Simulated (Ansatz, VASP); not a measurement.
## In2GeS2 in VASP and in Ansatz

```xyz
5
Lattice="3.7457 0.0000 0.0000 -1.8728 3.2438 0.0000 0.0000 0.0000 10.1555" Properties=species:S:1:pos:R:3 pbc="T T T"
In    1.8728    1.0813    2.9626
In    0.0000    2.1626    7.1929
Ge    0.0000    0.0000    0.0000
S     1.8728    1.0813    8.8619
S     0.0000    2.1626    1.2937
```

Change from the starting cell: species swapped into the Na2HfN2 type (P-3m1, No. 164).

Alike in both runs: task single point; functional PBE; k mesh 6 × 6 × 2; occupations gaussian, width 0.1 eV; no spin polarisation.

|  | VASP | Ansatz |
| --- | --- | --- |
| version | VASP 6.6.1 | Ansatz 0.2.0 |
| potentials or method | VASP PAW PBE potentials, release 64 (In_d, Ge_d, S), cutoff 520 eV | scalar-relativistic, plane waves, PAW |
| valence electrons in the cell | 52 | 52 |

|  | VASP | Ansatz | Ansatz less VASP |
| --- | --- | --- | --- |
| gap on the k mesh at the Fermi level (eV) | 0.22 | 0.23 | +0.008 |
| least direct gap on the mesh (eV) | 0.43 | 0.44 | +0.007 |
| pressure (GPa) | 9.4 | 9.4 | +0.03 |
| traceless stress, the component that is largest in VASP (GPa) | 1.98 | 1.96 | -0.021 |
| rms of the force components (eV/Å) | 0.542 | 0.540 | -0.0023 |

Atom by atom the forces differ by 0.004 eV/Å (rms over components).
